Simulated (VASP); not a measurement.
# SrTiO3 (P4/mmm) in VASP: a series of runs, part 2 of 2

VASP 6.6.1.

## Step 3: Electric field gradients, PBE (equal xx and yy strain of -1 %)

INCAR

```
SYSTEM = SrTiO3
ALGO = Normal ; EDIFF = 1E-8
ENCUT = 520 ; GGA = PE
ISIF = 2 ; ISMEAR = -1
LASPH = .True. ; LCHARG = .False.
LEFG = .True. ; LREAL = .False.
LWAVE = .False. ; NBANDS = 28
NELM = 60 ; PREC = Accurate
SIGMA = 0.05
```

KPOINTS

```
k-points
0
Gamma
  7 7 7
  0 0 0
```

POSCAR

```
SrTiO3
1.0
    3.8659500000      0.0000000000      0.0000000000
    0.0000000000      3.8659500000      0.0000000000
    0.0000000000      0.0000000000      3.9050000000
Sr Ti O
1 1 3
Direct
    0.0000000000      0.0000000000      0.0000000000
    0.5000000000      0.5000000000      0.5000000000
    0.0000000000      0.5000000000      0.5000000000
    0.5000000000      0.0000000000      0.5000000000
    0.5000000000      0.5000000000      0.0000000000
```

Potentials or basis: VASP PAW PBE potentials, release 64 (Sr_sv, Ti_sv, O).

Started as:

```
$ cat potpaw_PBE.64/Sr_sv/POTCAR potpaw_PBE.64/Ti_sv/POTCAR potpaw_PBE.64/O/POTCAR > POTCAR
$ mpirun -np 1 vasp_std > vasp.out
```

OUTCAR:

```text
SYSTEM = SrTiO3
   EDIFF = 1E-8
   ENCUT = 520
   GGA = PE
   ISIF = 2
   ISMEAR = -1
   LASPH = .True.
   LREAL = .False.
   NELM = 60
   PREC = Accurate

 ion  position               nearest neighbor table
   1  0.000  0.000  0.000-   5 2.73   5 2.73   5 2.73   5 2.73   4 2.75   3 2.75   4 2.75   3 2.75
                             4 2.75   3 2.75   4 2.75   3 2.75   2 3.36   2 3.36   2 3.36   2 3.36
   2  0.500  0.500  0.500-   3 1.93   4 1.93   4 1.93   3 1.93   5 1.95   5 1.95   1 3.36   1 3.36
                             1 3.36   1 3.36   1 3.36   1 3.36   1 3.36   1 3.36
   3  0.000  0.500  0.500-   2 1.93   2 1.93   1 2.75   1 2.75   1 2.75   1 2.75
   4  0.500  0.000  0.500-   2 1.93   2 1.93   1 2.75   1 2.75   1 2.75   1 2.75
   5  0.500  0.500  0.000-   2 1.95   2 1.95   1 2.73   1 2.73   1 2.73   1 2.73

  LATTYP: Found a simple tetragonal cell.
 ALAT       =     3.8659500000
 C/A-ratio  =     1.0101010101

  Lattice vectors:

 A1 = (   3.8659500000,   0.0000000000,   0.0000000000)
 A2 = (   0.0000000000,   3.8659500000,   0.0000000000)
 A3 = (   0.0000000000,   0.0000000000,   3.9050000000)

Analysis of symmetry for initial positions (statically):
=====================================================================
 Subroutine PRICEL returns:
 Original cell was already a primitive cell.

 Routine SETGRP: Setting up the symmetry group for a
 simple tetragonal supercell.

 Subroutine GETGRP returns: Found 16 space group operations
 (whereof 16 operations were pure point group operations)
 out of a pool of 16 trial point group operations.

The static configuration has the point symmetry D_4h.

[... 923 lines left out ...]
  --------------------------------------------------------------------------------------
  -------------------------------------------------------------------------------------
  Total        3.6054127      3.6054127      2.6424848      0.0000000     -0.0000000      0.0000000
  in kB       98.9764926     98.9764926     72.5420097      0.0000000     -0.0000000      0.0000000
  external PRESSURE =      90.1649983 kB  Pullay stress =       0.0000000 kB

 VOLUME and BASIS-vectors are now :
 -----------------------------------------------------------------------------
  energy-cutoff  :      520.00
  volume of cell :       58.36
      direct lattice vectors                 reciprocal lattice vectors
     3.865950000  0.000000000  0.000000000     0.258668633  0.000000000  0.000000000
     0.000000000  3.865950000  0.000000000     0.000000000  0.258668633  0.000000000
     0.000000000  0.000000000  3.905000000     0.000000000  0.000000000  0.256081946

 POSITION                                       TOTAL-FORCE (eV/Angst)
 -----------------------------------------------------------------------------------
      0.00000      0.00000      0.00000         0.000000      0.000000      0.000000
      1.93298      1.93298      1.95250         0.000000      0.000000      0.000000
      0.00000      1.93298      1.95250         0.000000      0.000000      0.000000
      1.93298      0.00000      1.95250         0.000000      0.000000      0.000000
      1.93298      1.93298      0.00000         0.000000      0.000000      0.000000
 -----------------------------------------------------------------------------------
    total drift:                                0.000000      0.000000     -0.000000

  FREE ENERGIE OF THE ION-ELECTRON SYSTEM (eV)
  ---------------------------------------------------
  free  energy   TOTEN  =       -40.0204259949 eV

  energy  without entropy=      -40.0204259944  energy(sigma->0) =      -40.02042599

 Electric field gradients (V/A^2)
---------------------------------------------------------------------
 ion       V_xx      V_yy      V_zz      V_xy      V_xz      V_yz
---------------------------------------------------------------------
   1      -0.738    -0.738     1.475     0.000     0.000     0.000
   2      -5.089    -5.089    10.179     0.000    -0.000    -0.000
   3       7.869    -5.690    -2.179     0.000    -0.000     0.000
   4      -5.690     7.869    -2.179    -0.000    -0.000     0.000
   5      -6.181    -6.181    12.361     0.000     0.000    -0.000
---------------------------------------------------------------------

 Electric field gradients after diagonalization (V/A^2)
 (convention: |V_zz| > |V_xx| > |V_yy|)
----------------------------------------------------------------------
 ion       V_xx      V_yy      V_zz     asymmetry (V_yy - V_xx)/ V_zz
----------------------------------------------------------------------
   1      -0.738    -0.738     1.475       0.000
   2      -5.089    -5.089    10.179       0.000
   3      -5.690    -2.179     7.869       0.446
   4      -5.690    -2.179     7.869       0.446
   5      -6.181    -6.181    12.361       0.000
----------------------------------------------------------------------

           NMR quadrupolar parameters

 Cq : quadrupolar parameter    Cq=e*Q*V_zz/h
 eta: asymmetry parameters     (V_yy - V_xx)/ V_zz
 Q  : nuclear electric quadrupole moment in mb (millibarn)
----------------------------------------------------------------------
 ion       Cq(MHz)       eta       Q (mb)
----------------------------------------------------------------------
   1       0.004       0.000       1.000
   2       0.025       0.000       1.000
   3       0.019       0.446       1.000
   4       0.019       0.446       1.000
   5       0.030       0.000       1.000
----------------------------------------------------------------------
```

OSZICAR:

```text
N       E                     dE             d eps       ncg     rms          rms(c)
DAV:   1     0.436155809575E+03    0.43616E+03   -0.21415E+04  2240   0.160E+03
DAV:   2    -0.356977754916E+01   -0.43973E+03   -0.41782E+03  2496   0.442E+02
[... 11 lines left out ...]
DAV:  14    -0.400204315696E+02   -0.44181E-05   -0.64164E-05  2992   0.679E-02    0.281E-02
DAV:  15    -0.400204264046E+02    0.51650E-05   -0.14087E-05  3204   0.354E-02    0.157E-02
DAV:  16    -0.400204258611E+02    0.54347E-06   -0.13341E-05  2556   0.256E-02    0.419E-03
DAV:  17    -0.400204259683E+02   -0.10724E-06   -0.11494E-06  2836   0.924E-03    0.234E-03
DAV:  18    -0.400204259923E+02   -0.23932E-07   -0.59788E-08  2696   0.229E-03    0.166E-03
DAV:  19    -0.400204259949E+02   -0.26353E-08   -0.77385E-08  2596   0.262E-03
   1 F= -.40020426E+02 E0= -.40020426E+02  d E =-.497230E-09
```

It took 3.7 min on 1 thread of AMD EPYC 7R13, shared host; peak memory 0.18 GiB.

Results:

```yaml
Free_energy: -40.0204 eV
Pressure: 9.0 GPa
Band_gap_on_the_k_mesh: 1.95 eV, indirect (least direct gap 2.23 eV)
```

Electric field gradients, principal values (V/Å²):
```tsv
atom	least	middle	greatest (by size)
1 Sr	-0.738	-0.738	1.475
2 Ti	-5.089	-5.089	10.179
3 O	-2.179	-5.690	7.869
4 O	-2.179	-5.690	7.869
5 O	-6.181	-6.181	12.361
```

Caveat: the cell differs from its parent crystal (equal xx and yy strain of -1 %); without QUAD_EFG the Cq values of the log hold for a quadrupole moment of 1 mb, not for the nuclei. A k mesh can miss the band edges.
